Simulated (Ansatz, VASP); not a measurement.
ZrC in VASP and in Ansatz

Contents of INCAR:

```
PREC = Accurate ; ENCUT = 520
EDIFF = 1E-7 ; ISMEAR = 0
SIGMA = 0.05 ; LREAL = False
LASPH = True ; NELM = 60
ALGO = Normal ; ISIF = 2
LWAVE = False ; LCHARG = False
GGA = PE ; NBANDS = 15
```

File KPOINTS:

```
regular mesh
0
Gamma
  12 12 12
```

Contents of POSCAR:

```
ZrC
1.0
    3.2695327460      0.0000000000      0.0000000000
   -1.6347663730      2.8314984165      0.0000000000
    0.0000000000      0.0000000000      2.9397343753
Zr C
1 1
Direct
    0.0000000000      0.0000000000      0.0000000000
    0.6666666667      0.3333333333      0.5000000000
```

Input for Ansatz:

```yaml
crystal:
  lattice:
    - [3.269532745976, 0.0, 0.0]
    - [-1.634766372988, 2.831498416521, 0.0]
    - [0.0, 0.0, 2.9397343753]
  atoms:
    - { symbol: Zr, position: [-3.700743415525e-17, 0.0, 0.0] }
    - { symbol: C, position: [0.6666666666667, 0.3333333333333, 0.5] }
basis:
  ecutwfc: "36.7 Ry"
  ecutrho_ratio: 4
kpoints:
  mp_grid: { grid: [12, 12, 12] }
hamiltonian:
  xc: pbe
scf:
  occupations: { method: gaussian, width: 0.05 }
output:
  forces: true
  stress: true
  write_density: true
  write_potential: true
  elf: true
  volumetric_format: npy
```

Alike in both runs: task single point; functional PBE; k mesh 12 × 12 × 12; occupations gaussian, width 0.05 eV; no spin polarisation.

```csv
,VASP,Ansatz
version,VASP 6.6.1,Ansatz 0.2.0
potentials or method,"VASP PAW PBE potentials, release 64 (Zr_sv, C), cutoff 520 eV","scalar-relativistic, plane waves, PAW"
valence electrons in the cell,16,16
```

```csv
,VASP,Ansatz,Ansatz less VASP
gap on the k mesh at the Fermi level (eV),none,none,-
pressure (GPa),0.2,0.0,-0.19
```

A gap of «none» marks a metal or a gap that the smearing closes.
